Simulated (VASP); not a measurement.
Input of a VASP 6.6.1 run:

Contents of POSCAR:

```
GePO4
1.0
    0.0000000000      4.6760950000      0.0000000000
    4.6760950000      0.0000000000      0.0000000000
    2.3380480000      2.3380480000     -3.5642380000
P Ge O
1 1 4
Direct
    0.0000000000      0.0000000000      0.0000000000
    0.7500000000      0.2500000000      0.5000000000
    0.4000000000      0.3000000000      0.7200000000
    0.7000000000      0.1200000000      0.2800000000
    0.8800000000      0.9800000000      0.7200000000
    0.0200000000      0.6000000000      0.2800000000
```

Contents of INCAR.step1:

```
SYSTEM = GePO4
PREC = Accurate ; ENCUT = 660
ISMEAR = 0 ; SIGMA = 0.0471
LREAL = .FALSE. ; LASPH = .TRUE.
NELM = 120 ; NBANDS = 30
GGA = PE ; ALGO = Normal
EDIFF = 1E-5 ; LWAVE = .TRUE.
LCHARG = .FALSE. ; GGA_COMPAT = .FALSE.
```

Contents of INCAR.step2:

```
SYSTEM = GePO4
PREC = Accurate ; ENCUT = 660
EDIFF = 1E-6 ; ISMEAR = 0
SIGMA = 0.0471 ; LREAL = .FALSE.
LASPH = .TRUE. ; NELM = 120
ALGO = Normal ; ISIF = 2
LWAVE = .FALSE. ; LCHARG = .FALSE.
METAGGA = R2SCAN ; LMIXTAU = .TRUE.
NBANDS = 30 ; ISTART = 1
GGA_COMPAT = .FALSE.
```

KPOINTS

```
regular mesh
0
G
  5 5 5
  0 0 0
```

Potentials or basis: VASP PAW PBE potentials, release 64 (P, Ge_d, O).

Run with:

```sh
$ cat potpaw_PBE.64/P/POTCAR potpaw_PBE.64/Ge_d/POTCAR potpaw_PBE.64/O/POTCAR > POTCAR
$ cp INCAR.step1 INCAR
$ mpirun -np 1 vasp_std > vasp.out
$ cp INCAR.step2 INCAR
$ mpirun -np 1 vasp_std > vasp.out
```

(1) What does it give for the band gap on the k mesh?

(2) Predict the largest force.

Answers

(1) zero (an odd number of electrons rules out a gap without spin polarisation).

(2) 10.923 eV/Å.

Caveat: the PAW data sets were made with another functional, which shifts forces and pressure a little; an odd number of electrons without spin polarisation forces a metal; a magnetic or distorted state may lie lower.
